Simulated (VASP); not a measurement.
Here is a VASP 6.6.1 calculation.

Contents of INCAR:

```
SYSTEM = O
ALGO = Normal
EDIFF = 1E-6
ENCUT = 520
GGA = PE
ISIF = 2
ISMEAR = 0
ISPIN = 2
LASPH = .True.
LCHARG = .True.
LELF = .True.
LORBIT = 11
LREAL = .False.
LVHAR = .True.
LWAVE = .False.
MAGMOM = 1 1
NBANDS = 17
NELM = 150
NUPDOWN = 2.0
PREC = Accurate
SIGMA = 0.01
```

The input KPOINTS:

```
k-points
0
Gamma
  1 1 1
  0 0 0
```

The input POSCAR:

```
O
1.0
   12.0000000000      0.0000000000      0.0000000000
    0.0000000000     12.5000000000      0.0000000000
    0.0000000000      0.0000000000     13.0000000000
O
2
Direct
    0.4500000000      0.4700000000      0.4531163625
    0.4500000000      0.4700000000      0.5468836375
```

Potentials or basis: VASP PAW PBE potentials, release 64 (O).

Launch:

```bash
$ cat potpaw_PBE.64/O/POTCAR > POTCAR
$ mpirun -np 1 vasp_gam > vasp.out
```

Task: Predict the largest force.

Result: 1.081 eV/Å.

Forces on the atoms (eV/Å):
```
O    0.000  0.000 -1.081
O    0.000  0.000  1.081
```

Caveat: the standard files for N, O and F lose accuracy on very short bonds; the total moment is fixed, so each spin has its own Fermi level.
